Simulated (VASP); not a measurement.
# Ge in VASP: a series of runs

The runs below take Ge through single point, relaxation of cell and atoms, with PBE.

All numbers are computed with VASP 6.6.1; they aren't measurements. Logs are shortened: lines on timing, memory, paths and dates and some standing lists are left out, and cuts for length are marked.

## 1. The cell of the first run

The typed cell holds 8 atoms: a = 4.073 Å, b = 4.072 Å, c = 13.342 Å, α = 90.01°, β = 89.99°, γ = 120.00°.

This isn't the form of Ge at room conditions, which is diamond.

## 2. Single point, PBE

Input file INCAR:

```
ALGO = Fast
EDIFF = 1E-7
ENCUT = 520
GGA = PE
ISIF = 2
ISMEAR = 0
LASPH = True
LCHARG = False
LREAL = False
LWAVE = False
NBANDS = 66
NELM = 80
PREC = Accurate
SIGMA = 0.2
```

Input file KPOINTS:

```
k-points
0
Gamma
  6 6 2
```

Input file POSCAR:

```
Ge
1.0
    4.0729370411      0.0003499092      0.0003964584
   -2.0361665541      3.5263777832     -0.0002574392
    0.0015522191     -0.0004449942     13.3422556268
Ge
8
Direct
    0.3326349932      0.6658973050      0.0311080894
    0.3330056062      0.6663712620      0.5311061474
    0.6673739410      0.3344576938      0.2811044954
    0.6669410661      0.3332971523      0.7811077142
    0.3339730709      0.6676938750      0.2188945511
    0.3336137648      0.6666118404      0.7188916642
    0.6664369336      0.3331310169      0.4688969485
    0.6660206241      0.3325398545      0.9688903897
```

Potentials or basis: VASP PAW PBE potentials, release 64 (Ge_d).

Command:

```bash
$ cat potpaw_PBE.64/Ge_d/POTCAR > POTCAR
$ mpirun -np 1 vasp_std > vasp.out
```

OUTCAR:

```text
EDIFF = 1E-7
   ENCUT = 520
   GGA = PE
   ISIF = 2
   ISMEAR = 0
   LASPH = True
   LREAL = False
   NELM = 80
   PREC = Accurate

 ion  position               nearest neighbor table
   1  0.333  0.666  0.031-   8 2.49   8 2.49   8 2.49   5 2.51
   2  0.333  0.666  0.531-   7 2.49   7 2.49   7 2.49   6 2.51
   3  0.667  0.334  0.281-   5 2.49   5 2.49   5 2.49   7 2.51
   4  0.667  0.333  0.781-   6 2.49   6 2.49   6 2.49   8 2.51
   5  0.334  0.668  0.219-   3 2.49   3 2.49   3 2.49   1 2.51
   6  0.334  0.667  0.719-   4 2.49   4 2.49   4 2.49   2 2.51
   7  0.666  0.333  0.469-   2 2.49   2 2.49   2 2.49   3 2.51
   8  0.666  0.333  0.969-   1 2.49   1 2.49   1 2.49   4 2.51

  LATTYP: Found a triclinic cell.
 ALAT       =     4.0729370754
 B/A-ratio  =     0.9997738628
 C/A-ratio  =     3.2758315381
 COS(alpha) =     0.0001502785
 COS(beta)  =     0.0002136754
 COS(gamma) =     0.4999645364

  Lattice vectors:

 A1 = (  -4.0729370411,  -0.0003499092,  -0.0003964584)
 A2 = (  -2.0361665541,   3.5263777832,  -0.0002574392)
 A3 = (  -0.0015522191,   0.0004449942, -13.3422556268)

Analysis of symmetry for initial positions (statically):
=====================================================================
 Subroutine PRICEL returns:
 Original cell was already a primitive cell.

 Routine SETGRP: Setting up the symmetry group for a
 triclinic supercell.

 Subroutine GETGRP returns: Found  1 space group operations
 (whereof  1 operations were pure point group operations)
 out of a pool of  2 trial point group operations.

The static configuration has the point symmetry C_1 .

Analysis of symmetry for dynamics (positions and initial velocities):
=====================================================================
 Subroutine PRICEL returns:
 Original cell was already a primitive cell.

 Routine SETGRP: Setting up the symmetry group for a
 triclinic supercell.

 Subroutine GETGRP returns: Found  1 space group operations
 (whereof  1 operations were pure point group operations)
 out of a pool of  2 trial point group operations.

The dynamic configuration has the point symmetry C_1 .

 Subroutine INISYM returns: Found  1 space group operations
[... 109 lines left out ...]
   EDIFF  = 0.1E-06   stopping-criterion for ELM
   LREAL  =      F    real-space projection
   EDIFFG = 0.1E-05   stopping-criterion for IOM
   NSW    =      0    number of steps for IOM
   IBRION =     -1    ionic relax: 0-MD 1-quasi-New 2-CG
   NFREE  =      0    steps in history (QN), initial steepest desc. (CG)
   ISIF   =      2    stress and relaxation
   ISYM   =      2    0-nonsym 1-usesym 2-fastsym
   POTIM  = 0.5000    time-step for ionic-motion
   TEBEG  =    0.0;   TEEND  =   0.0 temperature during run
   PSTRESS=    0.0 pullay stress
   NELECT =     112.0000    total number of electrons
   NUPDOWN=      -1.0000    fix difference up-down
   EMIN   =  10.00;   EMAX   =-10.00  energy-range for DOS
   EFERMI =   0.00;   METHOD = LEGACY
   ISMEAR =     0;   SIGMA  =   0.20  broadening in eV -4-tet -1-fermi 0-gaus
   EFERMI_NEDOS =   21; number of points for ismear=-14 and -15
   IALGO  =     68    algorithm
   IMIX   =      4    mixing-type and parameters
     AMIX     =   0.40;   BMIX     =  1.00
     AMIX_MAG =   1.60;   BMIX_MAG =  1.00
  volume/ion in A,a.u.               =      23.96       161.66
  Fermi-wavevector in a.u.,A,eV,Ry     =   1.368732  2.586528 25.489523  1.873427
  Thomas-Fermi vector in A             =   2.494670
   LORBIT       =      0    0 simple, 1 ext, 2 COOP (PROOUT), +10 PAW based schemes
   GGA     = PE    functional components
   LHFCALC =     F    Hartree Fock is set to
   AEXX    =    0.0000 exact exchange contribution
   IVDW    =     0    specifies the selected vdW correction
   LEPSILON=     F    determine dielectric tensor
   LRPA    =     F    only Hartree local field effects (RPA)
 non-spin polarized calculation
 RMM-DIIS sequential band-by-band and
 Gauss-broadening in eV      SIGMA  =   0.20
  energy-cutoff  :      520.00
  volume of cell :      191.64
 maximum number of plane-waves:      5198
   NGX = 15   NGY = 15   NGZ = 49

 number of electron     111.9999905 magnetization

 Free energy of the ion-electron system (eV)
  ---------------------------------------------------
  ext. energy  EPLUGINS =         0.00000000
  ---------------------------------------------------
  free energy    TOTEN  =       -35.93847016 eV

  energy without entropy =      -35.92755514  energy(sigma->0) =      -35.93301265

 E-fermi :   4.4169     XC(G=0):  -9.6510

 val. band max:        4.4111385019   @ k =   0.0000   0.0000   0.0000
 cond. band min:       4.4223559127   @ k =   0.0000   0.0000   0.5000
 fundamental gap:      0.0112174108
 Fermi energy:         4.4168627306

 k-point     1 :       0.0000    0.0000    0.0000
  band No.  band energies     occupation
      1     -20.3106      2.00000
      2     -20.3105      2.00000
      3     -20.2973      2.00000
      4     -20.2973      2.00000
      5     -20.2972      2.00000
      6     -20.2972      2.00000
[... 1645 lines left out ...]
     65       8.8805      0.00000
     66       8.8811      0.00000

 [... further k-points ...]

------------------------ aborting loop because EDIFF is reached ----------------------------------------

  FORCE on cell =-STRESS in cart. coord.  units (eV):
  Direction    XX          YY          ZZ          XY          YZ          ZX
  --------------------------------------------------------------------------------------
  -------------------------------------------------------------------------------------
  Total       -0.1445877     -0.1245619     -0.0097043     -0.0090384      0.0017671     -0.0087650
  in kB       -1.2088006     -1.0413784     -0.0811313     -0.0755641      0.0147733     -0.0732786
  external PRESSURE =      -0.7771034 kB  Pullay stress =       0.0000000 kB

 VOLUME and BASIS-vectors are now :
 -----------------------------------------------------------------------------
  energy-cutoff  :      520.00
  volume of cell :      191.64
      direct lattice vectors                 reciprocal lattice vectors
     4.072937041  0.000349909  0.000396458     0.245510892  0.141760495 -0.000023834
    -2.036166554  3.526377783 -0.000257439    -0.000024362  0.283563038  0.000009460
     0.001552219 -0.000444994 13.342255627    -0.000007296  0.000001259  0.074949847

 POSITION                                       TOTAL-FORCE (eV/Angst)
 -----------------------------------------------------------------------------------
     -0.00103      2.34831      0.41501         0.000701      0.001176      0.006813
      0.00029      2.34976      7.08611         0.000510      0.000963      0.007195
      2.03760      1.17953      3.75075        -0.000660     -0.002924      0.007653
      2.03897      1.17522     10.42192        -0.000140      0.000124      0.006656
      0.00106      2.35456      2.92051        -0.000074     -0.001273     -0.007233
      0.00257      2.35052      9.59160        -0.001293     -0.000340     -0.006818
      2.03677      1.17477      6.25632         0.000346      0.000337     -0.007764
      2.03706      1.17246     12.92736         0.000610      0.001937     -0.006502
 -----------------------------------------------------------------------------------
    total drift:                               -0.000007      0.000008     -0.000018

  FREE ENERGIE OF THE ION-ELECTRON SYSTEM (eV)
  ---------------------------------------------------
  free  energy   TOTEN  =       -35.9384701596 eV

  energy  without entropy=      -35.9275551355  energy(sigma->0) =      -35.93301265
```

OSZICAR:

```text
N       E                     dE             d eps       ncg     rms          rms(c)
DAV:   1     0.138395860509E+04    0.13840E+04   -0.52106E+04  6130   0.461E+03
DAV:   2     0.241093741962E+03   -0.11429E+04   -0.11122E+04  5280   0.112E+03
DAV:   3    -0.107345223627E+02   -0.25183E+03   -0.24149E+03  5486   0.268E+02
DAV:   4    -0.352801132401E+02   -0.24546E+02   -0.23815E+02  6080   0.889E+01
DAV:   5    -0.362063005231E+02   -0.92619E+00   -0.91739E+00  5856   0.188E+01    0.605E+00
RMM:   6    -0.360283033409E+02    0.17800E+00   -0.28606E-01  6343   0.327E+00    0.359E+00
RMM:   7    -0.359245283434E+02    0.10377E+00   -0.25545E-01  6498   0.285E+00    0.272E-01
RMM:   8    -0.359353987143E+02   -0.10870E-01   -0.55046E-02  7306   0.131E+00    0.174E-01
RMM:   9    -0.359379718826E+02   -0.25732E-02   -0.12233E-02  8152   0.527E-01    0.147E-01
RMM:  10    -0.359384619180E+02   -0.49004E-03   -0.14390E-03  6788   0.176E-01    0.552E-02
RMM:  11    -0.359384515135E+02    0.10404E-04   -0.57353E-04  6833   0.157E-01    0.189E-02
RMM:  12    -0.359384656783E+02   -0.14165E-04   -0.11178E-04  8291   0.503E-02    0.791E-03
RMM:  13    -0.359384697225E+02   -0.40442E-05   -0.22065E-05  6721   0.181E-02    0.753E-03
RMM:  14    -0.359384701075E+02   -0.38501E-06   -0.55379E-06  6853   0.119E-02    0.236E-03
RMM:  15    -0.359384702104E+02   -0.10288E-06   -0.19899E-06  5979   0.578E-03    0.347E-04
RMM:  16    -0.359384701596E+02    0.50739E-07   -0.33382E-07  4231   0.347E-03
   1 F= -.35938470E+02 E0= -.35933013E+02  d E =-.109150E-01
```

Run time: 7.1 min. Hardware: 1 thread of Oxide Virtual Turin-like, shared host; peak memory 0.46 GiB.

Results:

```yaml
Free_energy: -35.9385 eV
Pressure: -0.1 GPa
Largest_force: 0.008 eV/Å
Band_gap_on_the_k_mesh: 0.01 eV
```

Forces on the atoms (eV/Å):
```
Ge   0.001  0.001  0.007
Ge   0.001  0.001  0.007
Ge  -0.001 -0.003  0.008
Ge   0.000  0.000  0.007
Ge   0.000 -0.001 -0.007
Ge  -0.001  0.000 -0.007
Ge   0.000  0.000 -0.008
Ge   0.001  0.002 -0.007
```

Caveat: semilocal functionals underestimate gaps, and a narrow one can read as zero.

## 3. Relaxation of cell and atoms, PBE

This run uses another cell than the first one: it holds 4 atoms, not 8.

Input file INCAR:

```
SYSTEM = Ge
  PREC = Accurate
  ENCUT = 600
  EDIFF = 1E-6
  ISMEAR = 0
  SIGMA = 0.01
  LREAL = .False.
  LASPH = .True.
  NELM = 60
  ALGO = Fast
  ISIF = 3
  LWAVE = .False.
  LCHARG = .False.
  GGA = PE
  IBRION = 2
  NSW = 100
  EDIFFG = -0.01
```

Input file KPOINTS:

```
Automatic mesh
0
Gamma
  12 12 6
  0 0 0
```

Input file POSCAR:

```
Ge
1.0
    4.0546952968      0.0000000000      0.0000000000
   -2.0273476484      3.5114691316      0.0000000000
    0.0000000000      0.0000000000      6.6865929999
Ge
4
Direct
    0.3333333333      0.6666666667      0.0628017248
    0.6666666667      0.3333333333      0.5628017248
    0.3333333333      0.6666666667      0.4371982752
    0.6666666667      0.3333333333      0.9371982752
```

Potentials or basis: VASP PAW PBE potentials, release 64 (Ge_d).

Command:

```bash
$ cat potpaw_PBE.64/Ge_d/POTCAR > POTCAR
$ mpirun -np 1 vasp_std > vasp.out
```

OUTCAR:

```text
SYSTEM = Ge
   PREC = Accurate
   ENCUT = 600
   EDIFF = 1E-6
   ISMEAR = 0
   LREAL = .False.
   LASPH = .True.
   NELM = 60
   ISIF = 3
   GGA = PE
   IBRION = 2
   NSW = 100
   EDIFFG = -0.01

 ion  position               nearest neighbor table
   1  0.333  0.667  0.063-   4 2.49   4 2.49   4 2.49   3 2.50
   2  0.667  0.333  0.563-   3 2.49   3 2.49   3 2.49   4 2.50
   3  0.333  0.667  0.437-   2 2.49   2 2.49   2 2.49   1 2.50
   4  0.667  0.333  0.937-   1 2.49   1 2.49   1 2.49   2 2.50

  LATTYP: Found a hexagonal cell.
 ALAT       =     4.0546952968
 C/A-ratio  =     1.6490987634

  Lattice vectors:

 A1 = (   4.0546952968,   0.0000000000,   0.0000000000)
 A2 = (  -2.0273476484,   3.5114691316,   0.0000000000)
 A3 = (   0.0000000000,   0.0000000000,   6.6865929999)

Analysis of symmetry for initial positions (statically):
=====================================================================
 Subroutine PRICEL returns:
 Original cell was already a primitive cell.

[... 223 lines left out ...]
  energy without entropy =      -18.00252498  energy(sigma->0) =      -18.00254352

 E-fermi :   4.5035     XC(G=0):  -9.6746

 val. band max:        4.5003742432   @ k =   0.0833   0.0000   0.0000
 cond. band min:       4.6528746394   @ k =   0.0000   0.0000   0.0000
 fundamental gap:      0.1525003962
 Fermi energy:         4.5035404118

 k-point     1 :       0.0000    0.0000    0.0000
  band No.  band energies     occupation
      1     -20.2838      2.00000
      2     -20.2838      2.00000
      3     -20.2502      2.00000
      4     -20.2501      2.00000
      5     -20.2501      2.00000
      6     -20.2377      2.00000
[... 853 lines left out ...]
     32       8.4774      0.00000
     33       9.1019      0.00000

 [... further k-points ...]

------------------------ aborting loop because EDIFF is reached ----------------------------------------

  FORCE on cell =-STRESS in cart. coord.  units (eV):
  Direction    XX          YY          ZZ          XY          YZ          ZX
  --------------------------------------------------------------------------------------
  -------------------------------------------------------------------------------------
  Total        0.0113237      0.0113237      0.0058996      0.0000000     -0.0000000      0.0000000
  in kB        0.1901653      0.1901653      0.0990748      0.0000000     -0.0000000      0.0000000
  external PRESSURE =       0.1598018 kB  Pullay stress =       0.0000000 kB

 VOLUME and BASIS-vectors are now :
 -----------------------------------------------------------------------------
  energy-cutoff  :      600.00
  volume of cell :       95.40
      direct lattice vectors                 reciprocal lattice vectors
     4.057447605  0.000000000  0.000000000     0.246460361  0.142293956  0.000000000
    -2.028723802  3.513852700 -0.000000000     0.000000000  0.284587911  0.000000000
     0.000000000  0.000000000  6.691643932     0.000000000  0.000000000  0.149440109

 POSITION                                       TOTAL-FORCE (eV/Angst)
 -----------------------------------------------------------------------------------
     -0.00000      2.34257      0.42017         0.000000      0.000000      0.002479
      2.02872      1.17128      3.76599        -0.000000      0.000000      0.002479
     -0.00000      2.34257      2.92565         0.000000      0.000000     -0.002479
      2.02872      1.17128      6.27147        -0.000000     -0.000000     -0.002479
 -----------------------------------------------------------------------------------
    total drift:                               -0.000000      0.000000     -0.000000

  FREE ENERGIE OF THE ION-ELECTRON SYSTEM (eV)
  ---------------------------------------------------
  free  energy   TOTEN  =       -18.0025620566 eV

  energy  without entropy=      -18.0025249827  energy(sigma->0) =      -18.00254352

 reached required accuracy - stopping structural energy minimisation
```

Wall time 4.6 min (1 thread of Oxide Virtual Turin-like, shared host); peak memory 0.33 GiB.

What came out:

| Property | Result |
| --- | --- |
| Free energy | -18.0026 eV |
| Relaxed volume | 23.85 Å³/atom |
| Relaxed cell | a = 4.057 Å, b = 4.057 Å, c = 6.692 Å, α = 90.00°, β = 90.00°, γ = 120.00° |
| Space group after relaxing (to 0.1 Å) | P6_3/mmc (No. 194) |
| Energy gained by relaxing | 0.0 meV/atom |
| Ionic steps | 2 |
| Pressure after relaxing | 0.0 GPa |
| Band gap on the k mesh | zero (bands 28 and 29 overlap by 0.01 eV) |

Forces on the atoms (eV/Å):
```
Ge   0.000  0.000  0.002
Ge   0.000  0.000  0.002
Ge   0.000  0.000 -0.002
Ge   0.000  0.000 -0.002
```

The path:
```
step  energy change (eV)  largest force (eV/Å)  pressure (GPa)  volume (Å³)
   1              0.0000                0.0016            0.10        95.20
   2             -0.0001                0.0025            0.02        95.40
```

Final structure:
```cif
data_structure
_symmetry_space_group_name_H-M 'P 1'
_symmetry_Int_Tables_number 1
_cell_length_a 4.0574
_cell_length_b 4.0574
_cell_length_c 6.6916
_cell_angle_alpha 90.000
_cell_angle_beta 90.000
_cell_angle_gamma 120.000
_cell_volume 95.40
loop_
_atom_site_label
_atom_site_type_symbol
_atom_site_fract_x
_atom_site_fract_y
_atom_site_fract_z
_atom_site_occupancy
Ge1 Ge 0.33333 0.66667 0.06279 1
Ge2 Ge 0.66667 0.33333 0.56279 1
Ge3 Ge 0.33333 0.66667 0.43721 1
Ge4 Ge 0.66667 0.33333 0.93721 1
```

Levels at points of the mesh, in eV from the Fermi level:
```csv
k point,band 25,band 26,band 27,band 28,band 29,band 30,band 31,band 32
"(0.00, 0.00, 0.00)",-1.37,-0.35,-0.15,-0.10,0.15,0.15,2.31,2.31
"(0.50, 0.00, 0.00)",-4.31,-2.87,-2.60,-1.33,0.63,1.57,3.62,3.74
"(0.00, 0.00, 0.50)",-0.77,-0.77,-0.77,-0.77,0.59,0.59,3.38,3.38
"(0.50, 0.00, 0.50)",-2.39,-2.39,-2.25,-2.25,0.55,0.55,2.20,2.20
```

Caveat: semilocal functionals underestimate gaps, and a narrow one can read as zero.

The gap in the log of VASP goes by the Fermi energy; the results here count the filled bands.